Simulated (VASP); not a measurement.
A run of VASP 6.6.1:

POSCAR

```
TaN
1.0
    4.9523311509      0.0000000000      0.0000000000
   -2.4761655755      4.2888445846      0.0000000000
    0.0000000000      0.0000000000      2.7862937076
Ta N
3 3
Direct
    0.3333333333      0.6666666667      0.5000000000
    0.6666666667      0.3333333333      0.5000000000
    0.0000000000      0.0000000000      0.0000000000
    0.3956796395      0.0000000000      0.0000000000
    0.6043203605      0.6043203605      0.0000000000
    0.0000000000      0.3956796395      0.0000000000
```

INCAR.step1

```
SYSTEM = TaN
  PREC = Accurate
  ENCUT = 600
  ISMEAR = 0
  SIGMA = 0.1
  LREAL = .False.
  LASPH = .True.
  NELM = 60
  GGA = PE
  ALGO = Normal
  EDIFF = 1E-4
  LWAVE = .True.
  LCHARG = .False.
  LUSENCCL = .False.
```

Contents of INCAR.step2:

```
SYSTEM = TaN
  PREC = Accurate
  ENCUT = 600
  EDIFF = 1E-6
  ISMEAR = 0
  SIGMA = 0.1
  LREAL = .False.
  LASPH = .True.
  NELM = 60
  ALGO = Normal
  ISIF = 3
  LWAVE = .False.
  LCHARG = .False.
  METAGGA = R2SCAN
  LMIXTAU = .True.
  IBRION = 2
  NSW = 70
  EDIFFG = -0.008
  PSTRESS = 600.0
  ISTART = 1
  LUSENCCL = .False.
```

KPOINTS

```
Automatic mesh
0
Gamma
  12 12 12
  0 0 0
```

Potentials or basis: VASP PAW PBE potentials, release 64 (Ta_pv, N).

The run is started by

```bash
$ cat potpaw_PBE.64/Ta_pv/POTCAR potpaw_PBE.64/N/POTCAR > POTCAR
$ cp INCAR.step1 INCAR
$ mpirun -np 1 vasp_std > vasp.out
$ cp INCAR.step2 INCAR
$ mpirun -np 1 vasp_std > vasp.out
```

Hardware: 1 × NVIDIA H100 80GB with 1 thread of AMD EPYC 7R13 Processor (Zen 3) (shared host).

How long does it take, and how much memory?

Wall time 10 min on 1 × NVIDIA H100 80GB with 1 thread of AMD EPYC 7R13 Processor (Zen 3) (shared host), peak memory 1.4 GiB. Counts: k points 133, ion steps 8.
